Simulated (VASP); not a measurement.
Set up this calculation in VASP 6.6.1, as the native input.

```
Task                   : single point
Functional             : PBE
Potentials or basis    : VASP PAW PBE potentials, release 64 (Mn_pv, Hg)
Cutoff                 : 520 eV
k mesh                 : 5 × 5 × 5
Occupations            : gaussian, width 0.1 eV
Spin                   : collinear spin, ferromagnetic start
Starting moments       : [4.0, 0.0, 0.0, 0.0] μB
Dipole correction      : no
Further INCAR settings : ALGO = Normal; EDIFF = 1e-06; NBANDS = 36
```

The structure of MnHg3 lies in POSCAR:

```
MnHg3
1.0
    4.5604587081      0.0000000000      0.0000000000
    0.0000000000      4.5604587081      0.0000000000
    0.0000000000      0.0000000000      4.5604587081
Mn Hg
1 3
Direct
    0.0000000000      0.0000000000      0.0000000000
    0.5000000000      0.0000000000      0.5000000000
    0.0000000000      0.5000000000      0.5000000000
    0.5000000000      0.5000000000      0.0000000000
```

The input as run:

INCAR

```
SYSTEM = MnHg3
PREC     = Accurate       ! precision mode
ENCUT    = 520            ! plane-wave cutoff, eV
EDIFF    = 1E-6           ! SCF threshold, eV
ISMEAR   = 0              ! smearing method
SIGMA    = 0.1            ! smearing width, eV
LREAL    = .FALSE.        ! projectors in reciprocal space
LASPH    = .TRUE.         ! aspherical terms in the spheres
NELM     = 150            ! most SCF steps
ALGO     = Normal         ! electronic algorithm
ISIF     = 2              ! what is computed and relaxed
LWAVE    = .FALSE.        ! write WAVECAR
LCHARG   = .FALSE.        ! write CHGCAR
ISPIN    = 2              ! spin polarisation
MAGMOM   = 4 0 0 0        ! initial moments
LORBIT   = 11             ! projections on sites
LMAXMIX  = 4              ! l up to which the mixer works
GGA      = PE             ! functional
NBANDS   = 36             ! bands
```

KPOINTS

```
Automatic mesh
0
G
  5 5 5
  0 0 0
```

Potentials or basis: VASP PAW PBE potentials, release 64 (Mn_pv, Hg).

The run is started by

```bash
$ cat potpaw_PBE.64/Mn_pv/POTCAR potpaw_PBE.64/Hg/POTCAR > POTCAR
$ mpirun -np 1 vasp_std > vasp.out
```

Results of the run:

- Pressure: -3.6 GPa
- Net moment: 4.30 μB per cell
- Site moments: Mn +4.17; Hg -0.02 μB
- Valence electrons inside the program's atomic spheres: Mn 11.25; Hg 10.44

Caveat: the cell stands under tension.

Run time: 66 s on 1 thread of Intel Xeon 8259CL, on a shared host, peak memory 0.23 GiB.
